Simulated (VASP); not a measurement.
ScGa2, 6 atoms in the cell. Symmetry: Imma, No. 74, orthorhombic system. The conventional cell has a = 4.096 Å, b = 6.598 Å, c = 7.867 Å, α = 90.00°, β = 90.00°, γ = 90.00°. Sc (site symmetry mm2) has 12 Ga at 2.94 to 3.43 Å and 4 Sc at 3.43 to 3.62 Å within 3.9 Å. Ga (site symmetry m) has 4 Ga at 2.50 to 2.69 Å and 6 Sc at 2.94 to 3.43 Å within 3.5 Å. 

- Program: VASP 6.6.1
- Task: single point
- Functional: r2SCAN
- Potentials or basis: VASP PAW PBE potentials, release 64 (Sc_sv, Ga_d)
- Cutoff: 520 eV
- k mesh: 8 × 8 × 8
- Occupations: fermi-dirac, width 0.1 eV
- Spin: no spin polarisation
- Dipole correction: no
- Further INCAR settings: ALGO = Normal; EDIFF = 1e-06; NBANDS = 46

Potentials or basis: VASP PAW PBE potentials, release 64 (Sc_sv, Ga_d).

The run is started by

```sh
$ cat potpaw_PBE.64/Sc_sv/POTCAR potpaw_PBE.64/Ga_d/POTCAR > POTCAR
$ cp INCAR.step1 INCAR
$ mpirun -np 1 vasp_std > vasp.out
$ cp INCAR.step2 INCAR
$ mpirun -np 1 vasp_std > vasp.out
```

Hardware: 1 thread of Intel Xeon 8259CL, on a shared host.

Problem. How long does it take, and how much memory?

Solution. It took 63 min on 1 thread of Intel Xeon 8259CL (shared host), peak memory 0.54 GiB. Counts: k points 95.
